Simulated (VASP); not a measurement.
# Fe (Im-3m) in VASP: single point with LDA

Aim: the single point of Fe with LDA.

Everything below comes from runs of VASP 6.6.1. Logs are shortened: lines on timing, memory, paths and dates and some standing lists are left out, and cuts for length are marked.

### 1 The cell of the first run

The structure is cubic, space group Im-3m (No. 229). Conventional cell: a = 2.750 Å, b = 2.750 Å, c = 2.750 Å, α = 90.00°, β = 90.00°, γ = 90.00°. Fe (site symmetry m-3m) has 14 Fe at 2.38 to 2.75 Å within 3.1 Å.

### 2 Single point, LDA, collinear spin, antiferromagnetic start

The input, INCAR:

```
ALGO     = Fast           # electronic algorithm
EDIFF    = 1E-6           # SCF threshold, eV
ENCUT    = 520            # plane-wave cutoff, eV
ISIF     = 2              # what is computed and relaxed
ISMEAR   = 0              # smearing method
ISPIN    = 2              # spin polarisation
LASPH    = T              # aspherical terms in the spheres
LCHARG   = T              # write CHGCAR
LELF     = T              # ELF
LMAXMIX  = 4              # l up to which the mixer works
LORBIT   = 11             # projections on sites
LREAL    = F              # projectors in reciprocal space
LVHAR    = T            
LWAVE    = F              # write WAVECAR
MAGMOM   = 2.5 -2.5       # initial moments
NBANDS   = 19             # bands
NELM     = 150            # most SCF steps
PREC     = Accurate       # precision mode
SIGMA    = 0.05           # smearing width, eV
```

The input, KPOINTS:

```
k-points
0
Gamma
  16 16 10
```

The input, POSCAR:

```
Fe
1.0
    1.3748523950     -1.3748523950      1.3748523950
   -1.3748523950      1.3748523950      1.3748523950
   -2.7497047900     -2.7497047900      0.0000000000
Fe
2
Direct
    0.0000000000      0.0000000000      0.0000000000
    0.5000000000      0.5000000000      0.5000000000
```

Potentials or basis: VASP PAW LDA potentials, release 64 (Fe).

Run with:

```console
> cat potpaw_LDA.64/Fe/POTCAR > POTCAR
> mpirun -np 1 vasp_std > vasp.out
```

OUTCAR:

```text
EDIFF = 1E-6
   ENCUT = 520
   ISIF = 2
   ISMEAR = 0
   ISPIN = 2
   LASPH = T
   LORBIT = 11
   LREAL = F
   NELM = 150
   PREC = Accurate

 ion  position               nearest neighbor table
   1  0.000  0.000  0.000-   2 2.38   2 2.38   2 2.38   2 2.38   2 2.75   2 2.75   2 2.75   2 2.75

   2  0.500  0.500  0.500-   1 2.38   1 2.38   1 2.38   1 2.38   1 2.75   1 2.75   1 2.75   1 2.75

  LATTYP: Found a base centered orthorhombic cell.
 ALAT       =     2.7497047900
 B/A-ratio  =     1.4142135624
 C/A-ratio  =     1.4142135624

  Lattice vectors:

 A1 = (   1.3748523950,  -1.3748523950,   1.3748523950)
 A2 = (  -1.3748523950,   1.3748523950,   1.3748523950)
 A3 = (  -2.7497047900,  -2.7497047900,   0.0000000000)

Analysis of symmetry for initial positions (statically):
=====================================================================
 Subroutine PRICEL returns following result:

  LATTYP: Found a body centered cubic cell.
 ALAT       =     2.7497047900
[... 12 lines left out ...]
 Subroutine GETGRP returns: Found  8 space group operations
 (whereof  8 operations were pure point group operations)
 out of a pool of  8 trial point group operations.

The static configuration has the point symmetry D_2h.

Analysis of symmetry for dynamics (positions and initial velocities):
=====================================================================
 Subroutine PRICEL returns following result:

  LATTYP: Found a body centered cubic cell.
 ALAT       =     2.7497047900
[... 12 lines left out ...]
 Subroutine GETGRP returns: Found  8 space group operations
 (whereof  8 operations were pure point group operations)
 out of a pool of  8 trial point group operations.

The dynamic configuration has the point symmetry D_2h.

Analysis of structural, dynamic, and magnetic symmetry:
=====================================================================
 Subroutine PRICEL returns following result:

  LATTYP: Found a body centered cubic cell.
 ALAT       =     2.7497047900
[... 12 lines left out ...]
 Subroutine GETGRP returns: Found  8 space group operations
 (whereof  8 operations were pure point group operations)
 out of a pool of  8 trial point group operations.

The overall configuration has the point symmetry D_2h.

 Subroutine INISYM returns: Found  8 space group operations
 (whereof  8 operations are pure point group operations),
 and found     2 'primitive' translations

----------------------------------------------------------------------------------------

                                     Primitive cell

  volume of cell :      10.3951

  direct lattice vectors                    reciprocal lattice vectors
     1.374852395 -1.374852395 -1.374852395     0.363675404 -0.363675404  0.000000000
     1.374852395  1.374852395  1.374852395     0.363675404 -0.000000000  0.363675404
    -1.374852395 -1.374852395  1.374852395     0.000000000 -0.363675404  0.363675404

  length of vectors
     2.381314201  2.381314201  2.381314201     0.514314688  0.514314688  0.514314688

  position of ions in fractional coordinates (direct lattice)
     0.000000000  0.000000000  0.000000000

  ion indices of the primitive-cell ions
   primitive index   ion index
                 1           1

----------------------------------------------------------------------------------------

 KPOINTS: k-points

Automatic generation of k-mesh.
 Grid dimensions read from file:
 generate k-points for:   16   16   10

 Generating k-lattice:

  Cartesian coordinates                     Fractional coordinates (reciprocal lattice)
     0.011364856 -0.011364856  0.022729713     0.062500000  0.000000000  0.000000000
    -0.011364856  0.011364856  0.022729713     0.000000000  0.062500000  0.000000000
    -0.018183770 -0.018183770  0.000000000     0.000000000  0.000000000  0.100000000

  Length of vectors
     0.027838099  0.027838099  0.025715734

  Shift w.r.t. Gamma in fractional coordinates (k-lattice)
     0.000000000  0.000000000  0.000000000

 Subroutine IBZKPT returns following result:
 ===========================================

 Found    438 irreducible k-points:

 Following reciprocal coordinates:
            Coordinates               Weight
  0.000000  0.000000  0.000000      1.000000
  0.062500  0.000000  0.000000      4.000000
  0.125000  0.000000  0.000000      4.000000
  0.187500  0.000000  0.000000      4.000000
  0.250000  0.000000  0.000000      4.000000
  0.312500  0.000000  0.000000      4.000000
[... 16 lines left out ...]
 -0.125000  0.062500  0.000000      4.000000
 -0.062500  0.062500  0.000000      2.000000
 [... further k-points ...]
   k-points           NKPTS =    438   k-points in BZ     NKDIM =    438   number of bands    NBANDS=     19
   number of dos      NEDOS =    301   number of ions     NIONS =      2
   total plane-waves  NPLWV =   9720
   dimension x,y,z NGX =    18 NGY =   18 NGZ =   30
   dimension x,y,z NGXF=    36 NGYF=   36 NGZF=   60
   ions per type =               2
   NGX,Y,Z   is equivalent  to a cutoff of  12.57, 12.57, 12.83 a.u.
   NGXF,Y,Z  is equivalent  to a cutoff of  25.13, 25.13, 25.65 a.u.
 SYSTEM =  unknown system
   PREC   = accura    normal or accurate (medium, high low for compatibility)
   ISTART =      0    job   : 0-new  1-cont  2-samecut
   ICHARG =      2    charge: 1-file 2-atom 10-const
   ISPIN  =      2    spin polarized calculation?
   LNONCOLLINEAR =      F non collinear calculations
   LSORBIT =      F    spin-orbit coupling
   LASPH  =      T    aspherical Exc in radial PAW
   ENCUT  =  520.0 eV  38.22 Ry    6.18 a.u.   4.43  4.43  7.23*2*pi/ulx,y,z
   NELM   =    150;   NELMIN=  2; NELMDL= -5     # of ELM steps
   EDIFF  = 0.1E-05   stopping-criterion for ELM
   LREAL  =      F    real-space projection
   EDIFFG = 0.1E-04   stopping-criterion for IOM
   NSW    =      0    number of steps for IOM
   IBRION =     -1    ionic relax: 0-MD 1-quasi-New 2-CG
   NFREE  =      0    steps in history (QN), initial steepest desc. (CG)
   ISIF   =      2    stress and relaxation
   ISYM   =      2    0-nonsym 1-usesym 2-fastsym
   POTIM  = 0.5000    time-step for ionic-motion
   TEBEG  =    0.0;   TEEND  =   0.0 temperature during run
   PSTRESS=    0.0 pullay stress
   NELECT =      16.0000    total number of electrons
   NUPDOWN=      -1.0000    fix difference up-down
   EMIN   =  10.00;   EMAX   =-10.00  energy-range for DOS
   EFERMI =   0.00;   METHOD = LEGACY
   ISMEAR =     0;   SIGMA  =   0.05  broadening in eV -4-tet -1-fermi 0-gaus
   EFERMI_NEDOS =   21; number of points for ismear=-14 and -15
   IALGO  =     68    algorithm
   IMIX   =      4    mixing-type and parameters
     AMIX     =   0.40;   BMIX     =  1.00
     AMIX_MAG =   1.60;   BMIX_MAG =  1.00
  volume/ion in A,a.u.               =      10.40        70.15
  Fermi-wavevector in a.u.,A,eV,Ry     =   1.500245  2.835051 30.623096  2.250734
  Thomas-Fermi vector in A             =   2.611770
   LORBIT       =     11    0 simple, 1 ext, 2 COOP (PROOUT), +10 PAW based schemes
   GGA     = CA    functional components
   LHFCALC =     F    Hartree Fock is set to
   AEXX    =    0.0000 exact exchange contribution
   IVDW    =     0    specifies the selected vdW correction
   LEPSILON=     F    determine dielectric tensor
   LRPA    =     F    only Hartree local field effects (RPA)
 spin polarized calculation
 RMM-DIIS sequential band-by-band and
 Gauss-broadening in eV      SIGMA  =   0.05
  energy-cutoff  :      520.00
  volume of cell :       20.79
 maximum number of plane-waves:       597
 NGX is ok and might be reduce to    18
   NGX =  9   NGY =  9   NGZ = 15

 number of electron      16.0000007 magnetization       0.0000000

 number of electron      16.0000007 magnetization      -0.0000000

 Free energy of the ion-electron system (eV)
  ---------------------------------------------------
  ext. energy  EPLUGINS =         0.00000000
  ---------------------------------------------------
  free energy    TOTEN  =       -18.13330476 eV

  energy without entropy =      -18.12878872  energy(sigma->0) =      -18.13104674

 E-fermi :   6.7907     XC(G=0): -13.9407

 val. band max:        6.7895505029   @ k =  -0.3125   0.1250   0.1000
 cond. band min:       6.7938022768   @ k =   0.3750   0.3750   0.2000
 fundamental gap:      0.0042517739
 Fermi energy:         6.7906582216

 spin component 1

 k-point     1 :       0.0000    0.0000    0.0000
  band No.  band energies     occupation
      1      -2.2056      1.00000
      2       1.6975      1.00000
      3       3.4435      1.00000
      4       4.7840      1.00000
      5       4.8399      1.00000
      6       5.1248      1.00000
[... 517 lines left out ...]
     18      32.4262      0.00000
     19      33.0152      0.00000

 [... further k-points ...]

 spin component 2

 k-point     1 :       0.0000    0.0000    0.0000
  band No.  band energies     occupation
      1      -2.2056      1.00000
      2       1.6975      1.00000
      3       3.4435      1.00000
      4       4.7840      1.00000
      5       4.8399      1.00000
      6       5.1248      1.00000
[... 517 lines left out ...]
     18      32.4262      0.00000
     19      33.0152      0.00000

 [... further k-points ...]

------------------------ aborting loop because EDIFF is reached ----------------------------------------

  FORCE on cell =-STRESS in cart. coord.  units (eV):
  Direction    XX          YY          ZZ          XY          YZ          ZX
  --------------------------------------------------------------------------------------
  -------------------------------------------------------------------------------------
  Total       -1.4603349     -1.4603349      0.3113759      0.7349057     -0.0000000      0.0000000
  in kB     -112.5394586   -112.5394586     23.9959215     56.6348797     -0.0000000      0.0000000
  external PRESSURE =     -67.0276652 kB  Pullay stress =       0.0000000 kB

 VOLUME and BASIS-vectors are now :
 -----------------------------------------------------------------------------
  energy-cutoff  :      520.00
  volume of cell :       20.79
      direct lattice vectors                 reciprocal lattice vectors
     1.374852395 -1.374852395  1.374852395     0.181837702 -0.181837702  0.363675404
    -1.374852395  1.374852395  1.374852395    -0.181837702  0.181837702  0.363675404
    -2.749704790 -2.749704790  0.000000000    -0.181837702 -0.181837702  0.000000000

 POSITION                                       TOTAL-FORCE (eV/Angst)
 -----------------------------------------------------------------------------------
      0.00000      0.00000      0.00000         0.000000     -0.000000      0.000000
     -1.37485     -1.37485      1.37485        -0.000000      0.000000     -0.000000
 -----------------------------------------------------------------------------------
    total drift:                                0.000000     -0.000000     -0.000000

  FREE ENERGIE OF THE ION-ELECTRON SYSTEM (eV)
  ---------------------------------------------------
  free  energy   TOTEN  =       -18.1333047553 eV

  energy  without entropy=      -18.1287887191  energy(sigma->0) =      -18.13104674

 total charge

# of ion       s       p       d       tot
------------------------------------------
    1        0.527   0.621   6.324   7.472
    2        0.527   0.621   6.324   7.472
--------------------------------------------------
tot          1.054   1.242  12.647  14.943

 magnetization (x)

# of ion       s       p       d       tot
------------------------------------------
    1        0.007   0.021   1.460   1.488
    2       -0.007  -0.021  -1.460  -1.488
--------------------------------------------------
tot          0.000   0.000   0.000   0.000
```

Wall time 3.8 min (1 thread of AMD EPYC 9R45 (Zen 5), shared host); peak memory 0.3 GiB.

Results:

* Free energy: -18.1333 eV
* Pressure: -6.7 GPa
* Band gap on the k mesh: zero (filled and empty bands overlap)
* Net moment: 0.00 μB per cell
* Site moments: Fe +1.49, -1.49 μB
* Valence electrons inside the program's atomic spheres: Fe 7.47

Caveat: the cell stands under tension.
